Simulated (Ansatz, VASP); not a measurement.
## CoO: VASP beside Ansatz

INCAR

```
SYSTEM = CoO
  PREC = Accurate
  ENCUT = 520
  EDIFF = 1E-6
  ISMEAR = -1
  SIGMA = 0.05
  LREAL = .FALSE.
  LASPH = .TRUE.
  NELM = 150
  ALGO = Normal
  ISIF = 2
  LWAVE = .FALSE.
  LCHARG = .FALSE.
  ISPIN = 2
  MAGMOM = 2 2 0 0
  LORBIT = 11
  LMAXMIX = 4
  GGA = PS
  NBANDS = 27
```

File KPOINTS:

```
Automatic mesh
0
G
  10 10 5
  0 0 0
```

POSCAR

```
CoO
1.0
    3.2188228225      0.0000000000      0.0000000000
   -1.6094114113      2.7875823346      0.0000000000
    0.0000000000      0.0000000000      5.2633379358
Co O
2 2
Direct
    0.3333333333      0.6666666667      0.5033624100
    0.0000000000      0.0000000000      0.0034741400
    0.3333333333      0.6666666667      0.8715556000
    0.0000000000      0.0000000000      0.3716088500
```

Contents of input.yaml:

```yaml
crystal:
  lattice:
    - [3.2188228225, 0.0, 0.0]
    - [-1.6094114113, 2.7875823346, 0.0]
    - [0.0, 0.0, 5.2633379358]
  atoms:
    - { symbol: Co, position: [0.3333333333, 0.6666666667, 0.50336241], spin: 2.0 }
    - { symbol: Co, position: [0.0, 0.0, 0.00347414], spin: 2.0 }
    - { symbol: O, position: [0.3333333333, 0.6666666667, 0.8715556] }
    - { symbol: O, position: [0.0, 0.0, 0.37160885] }
kpoints:
  mp_grid: { grid: [10, 10, 5] }
scf:
  occupations: { method: fermi_dirac, width: 0.05 }
hamiltonian:
  xc: pbesol
  pseudopotentials: { kind: all_electron, lapw: { basis_error: 0.001 } }
magnetization:
  spin_polarized: true
output:
  forces: true
  stress: true
  eigenvalues: true
```

Change from the starting cell: volume scaled by 1.02.

Alike in both runs: task single point; functional PBEsol; k mesh 10 × 10 × 5; occupations fermi-dirac, width 0.05 eV; collinear spin.

```csv
,VASP,Ansatz
version,VASP 6.6.1,Ansatz 0.2.0
potentials or method,"VASP PAW PBE potentials, release 64 (Co, O), cutoff 520 eV","all-electron LAPW, scalar-relativistic"
```

VASP gave:

* gap on the k mesh at the Fermi level (eV): none
* pressure (GPa): -9.6
* traceless stress, the component that is largest in VASP (GPa): 1.83
* rms of the force components (eV/Å): 0.139
* net moment per atom (μB): 1.47
* size of the moment on the site where the two differ most (μB): 2.50

**Question.** Which values does Ansatz return?

**Answer.** gap on the k mesh at the Fermi level (eV): none; pressure (GPa): -11.6; traceless stress, the component that is largest in VASP (GPa): 0.76; rms of the force components (eV/Å): 0.074; net moment per atom (μB): 0.00; size of the moment on the site where the two differ most (μB): 2.25.

The net moments are unlike, so the other rows may belong to different states. VASP's potentials were made for PBE, not for PBEsol. Site moments also hang on the region over which each program counts them. Atom by atom the forces differ by 0.213 eV/Å (rms over components). A gap of «none» marks a metal or a gap that the smearing closes. Ansatz ran all-electron here, and VASP with PAW potentials.
